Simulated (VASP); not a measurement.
# WSe2: single point with PBE+D3(BJ)

WSe2:

```
W Se
1.0
     3.14807    0.00000    0.00000
    -1.57404    2.72631    0.00000
     0.00000    0.00000    7.60039
W Se
1 2
Direct
  0.00000 0.00000 0.00000
  0.33333 0.66667 0.25244
  0.33333 0.66667 0.74756
```

This cell differs from its parent crystal: c/a of the conventional cell at fixed volume 2.4143.

```yaml
Program: VASP 6.6.1
Task: single point
Functional: PBE
Dispersion: D3(BJ)
Potentials_or_basis: VASP PAW PBE potentials, release 64 (W_sv, Se)
Cutoff: 520 eV
k_mesh: 9 × 9 × 4
Occupations: gaussian, width 0.05 eV
Spin: no spin polarisation
Dipole_correction: no
Further_INCAR_settings: ALGO = Normal; EDIFF = 1e-06; NBANDS = 20
```

| Item | Value |
| --- | --- |
| Pressure | -6.8 GPa |
| Largest force | 2.424 eV/Å |
| Band gap on the k mesh | 0.69 eV, indirect (least direct gap 1.12 eV) |
| Dispersion energy per atom | -0.432 eV |

Forces on the atoms (eV/Å):
```
W    0.000  0.000  0.000
Se   0.000  0.000 -2.424
Se   0.000  0.000  2.424
```

Stress tensor (GPa, compression positive):
```
  1.95   0.00   0.00
  0.00   1.95   0.00
  0.00   0.00 -24.19
```

Levels at points of the mesh, in eV from the valence-band top:
| k point | band 10 | band 11 | band 12 | band 13 | band 14 | band 15 | band 16 | band 17 |
| --- | --- | --- | --- | --- | --- | --- | --- | --- |
| (0.00, 0.00, 0.00) | -1.21 | -1.21 | 0.00 | 0.00 | 3.06 | 3.06 | 3.33 | 3.33 |
| (0.00, 0.00, 0.50) | -1.21 | -1.06 | -0.02 | -0.02 | 3.14 | 3.14 | 3.26 | 3.26 |

Run time: 17 s on 1 thread of Intel(R) Xeon(R) 6975P-C (Granite Rapids) (shared host), peak memory 0.21 GiB.

Caveat: spin-orbit coupling is left out, which moves the levels of the heavy elements; forces of over 1 eV/Å act on the atoms, so gaps and moduli don't describe the material at rest. A k mesh can miss the band edges.
